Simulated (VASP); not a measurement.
Input of a VASP 6.6.1 run:

Contents of POSCAR:

```
NaCl
1.0
    0.0000000000      2.8039808557      2.8039808557
    2.8039808557      0.0000000000      2.8039808557
    2.8039808557      2.8039808557      0.0000000000
Na Cl
1 1
Direct
    0.0000000000      0.0000000000      0.0000000000
    0.5000000000      0.5000000000      0.5000000000
```

The input INCAR.step1:

```
SYSTEM = NaCl
PREC = Accurate
ENCUT = 600
ISMEAR = 0
SIGMA = 0.01
LREAL = .FALSE.
LASPH = .TRUE.
NELM = 60
GGA = PE
ALGO = Normal
EDIFF = 1E-4
LWAVE = .TRUE.
LCHARG = .FALSE.
```

Contents of INCAR.step2:

```
SYSTEM = NaCl
PREC = Accurate
ENCUT = 600
EDIFF = 1E-7
ISMEAR = 0
SIGMA = 0.01
LREAL = .FALSE.
LASPH = .TRUE.
NELM = 60
ALGO = Normal
ISIF = 3
LWAVE = .FALSE.
LCHARG = .FALSE.
METAGGA = R2SCAN
LMIXTAU = .TRUE.
IBRION = 2
NSW = 100
EDIFFG = -0.002
PSTRESS = 10.0
ISTART = 1
```

KPOINTS

```
Automatic mesh
0
G
  8 8 8
  0 0 0
```

Potentials or basis: VASP PAW PBE potentials, release 64 (Na_pv, Cl).

Launch:

```bash
$ cat potpaw_PBE.64/Na_pv/POTCAR potpaw_PBE.64/Cl/POTCAR > POTCAR
$ cp INCAR.step1 INCAR
$ mpirun -np 1 vasp_std > vasp.out
$ cp INCAR.step2 INCAR
$ mpirun -np 1 vasp_std > vasp.out
```

(1) Predict the band gap on the k mesh.

(2) What does it give for the relaxed cell?

(3) Predict the space group after relaxing (to 0.1 Å).

(4) Estimate the relaxed volume.

Results:

(1) 6.17 eV.

(2) a = 3.912 Å, b = 3.912 Å, c = 3.912 Å, α = 60.00°, β = 60.00°, γ = 60.00°.

(3) Fm-3m (No. 225).

(4) 21.17 Å³/atom.

Caveat: the cell is relaxed towards a set pressure, so the run minimises the enthalpy, not the energy; the PAW data sets were made with another functional, which shifts forces and pressure a little.
